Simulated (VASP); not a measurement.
Set up this calculation in VASP 6.6.1, as the native input.

```
Task                   : single point
Functional             : PBEsol
Potentials or basis    : VASP PAW PBE potentials, release 64 (Cu)
Cutoff                 : 520 eV
k mesh                 : 32 × 32 × 32
Occupations            : gaussian, width 0.15 eV
Spin                   : no spin polarisation
Dipole correction      : no
Further INCAR settings : ALGO = Fast; EDIFF = 1e-06; NBANDS = 12
```

The structure of Cu lies in POSCAR:

```
Cu
1.0
    0.0000000000      1.9999756051      1.4139827528
    1.9999756051      0.0000000000      1.4139827528
    1.9999756051      1.9999756051      0.0000000000
Cu
1
Direct
    0.0000000000      0.0000000000      0.0000000000
```

This isn't the form of Cu at room conditions, which is fcc.

This cell differs from its parent crystal: ratio of the length along z to the lengths across it x 0.707, volume and fractional coordinates fixed.

The input as run:

INCAR

```
ALGO     = Fast           # electronic algorithm
EDIFF    = 1E-6           # SCF threshold, eV
ENCUT    = 520            # plane-wave cutoff, eV
GGA      = PS             # functional
ISIF     = 2              # what is computed and relaxed
ISMEAR   = 0              # smearing method
LASPH    = T              # aspherical terms in the spheres
LCHARG   = F              # write CHGCAR
LREAL    = F              # projectors in reciprocal space
LWAVE    = F              # write WAVECAR
NBANDS   = 12             # bands
NELM     = 100            # most SCF steps
PREC     = Accurate       # precision mode
SIGMA    = 0.15           # smearing width, eV
```

KPOINTS

```
k-points
0
Gamma
  32 32 32
```

Potentials or basis: VASP PAW PBE potentials, release 64 (Cu).

The run is started by

```console
$ cat potpaw_PBE.64/Cu/POTCAR > POTCAR
$ mpirun -np 1 vasp_std > vasp.out
```

Results of the run:

| Quantity | Value |
| --- | --- |
| Pressure | 1.6 GPa |
| Band gap on the k mesh | zero (an odd number of electrons rules out a gap without spin polarisation) |

Caveat: the PAW data sets were made with another functional, which shifts forces and pressure a little.

It took 3.6 min on 1 thread of Intel(R) Xeon(R) Platinum 8488C (Sapphire Rapids), with other jobs on the host, peak memory 0.41 GiB.
